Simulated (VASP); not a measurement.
Input of a VASP 6.6.1 run:

INCAR

```
  ALGO = Normal
  EDIFF = 1E-6
  ENCUT = 520
  GGA = PE
  ISIF = 2
  ISMEAR = 0
  LASPH = True
  LCHARG = False
  LREAL = False
  LWAVE = False
  NBANDS = 15
  NELM = 80
  PREC = Accurate
  SIGMA = 0.05
```

KPOINTS

```
k-points
0
Gamma
  8 8 8
```

The input POSCAR:

```
KF
1.0
    0.0000000000      2.7105354767      3.1171157982
    2.7105354767      0.0000000000      3.1171157982
    2.7105354767      2.7105354767      0.0000000000
K F
1 1
Direct
    0.0000000000      0.0000000000      0.0000000000
    0.5000000000      0.5000000000      0.5000000000
```

Potentials or basis: VASP PAW PBE potentials, release 64 (K_sv, F).

The run is started by

```bash
$ cat potpaw_PBE.64/K_sv/POTCAR potpaw_PBE.64/F/POTCAR > POTCAR
$ mpirun -np 1 vasp_std > vasp.out
```

(1) Estimate the pressure.

(2) Estimate the band gap on the k mesh.

Results:

(1) -2.1 GPa.

(2) 5.25 eV.

Caveat: the cell differs from its parent crystal (normal strain along x +0.0000, normal strain along z +0.1500).
